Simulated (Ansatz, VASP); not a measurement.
Given: the input of a run of VASP 6.6.1 on CuO.

Contents of INCAR:

```
PREC = Accurate
ENCUT = 520
EDIFF = 1E-6
ISMEAR = -1
SIGMA = 0.05
LREAL = F
LASPH = T
NELM = 80
ALGO = Normal
ISIF = 2
LWAVE = F
LCHARG = F
NBANDS = 25
```

File KPOINTS:

```
Automatic mesh
0
Gamma
  10 10 5
```

File POSCAR:

```
CuO
1.0
    2.3129616560     -1.6902431073      0.0000000000
    2.3129616560      1.6902431073      0.0000000000
   -0.8489238166      0.0000000000      4.9910572484
Cu O
2 2
Direct
    0.4968000000      0.0032000000      0.5000000000
    0.0032000000      0.4968000000      0.0000000000
    0.4056000000      0.5714000000      0.7537000000
    0.5714000000      0.4056000000      0.2537000000
```

Potentials or basis: VASP PAW LDA potentials, release 64 (Cu, O).

Run with:

```bash
$ cat potpaw_LDA.64/Cu/POTCAR potpaw_LDA.64/O/POTCAR > POTCAR
$ mpirun -np 1 vasp_std > vasp.out
```

Task: Translate it to Ansatz 0.2.0. Potentials there: Ansatz PAW.

Result: As run (the cutoff follows the program's own potentials):

Contents of input.yaml:

```yaml
crystal:
  lattice:
    - [2.312961656, -1.6902431073, 0.0]
    - [2.312961656, 1.6902431073, 0.0]
    - [-0.8489238166, 0.0, 4.9910572484]
  atoms:
    - { symbol: Cu, position: [0.4968, 0.0032, 0.5] }
    - { symbol: Cu, position: [0.0032, 0.4968, 0.0] }
    - { symbol: O, position: [0.4056, 0.5714, 0.7537] }
    - { symbol: O, position: [0.5714, 0.4056, 0.2537] }
hamiltonian:
  xc: lda
  pseudopotentials: { kind: paw }
kpoints:
  mp_grid: { grid: [10, 10, 5] }
scf:
  occupations: { method: fermi_dirac, width: 0.05 }
output:
  forces: true
  stress: true
  eigenvalues: true
```

Potentials or basis: Ansatz PAW.

Launch:

```console
$ ansatz run input.yaml --threads 2 --pin off --max-ram 5632MiB --backend cpu --events-out ev --progress --plain --runs-dir out
```

Both were run:

|  | VASP | Ansatz | Ansatz less VASP |
| --- | --- | --- | --- |
| gap on the k mesh at the Fermi level (eV) | none | none | - |
| pressure (GPa) | -1.4 | -2.3 | -0.93 |
| traceless stress, the component that is largest in VASP (GPa) | 1.59 | 2.07 | +0.478 |
| rms of the force components (eV/Å) | 0.473 | 0.460 | -0.0128 |

LDA's correlation is that of Perdew and Zunger in VASP and of Perdew and Wang (1992) in Ansatz. Atom by atom the forces differ by 0.029 eV/Å (rms over components). A gap of «none» marks a metal or a gap that the smearing closes. VASP's potentials hold 34 valence electrons a cell and Ansatz's 50, so a difference there can come from the potentials and not from the codes.
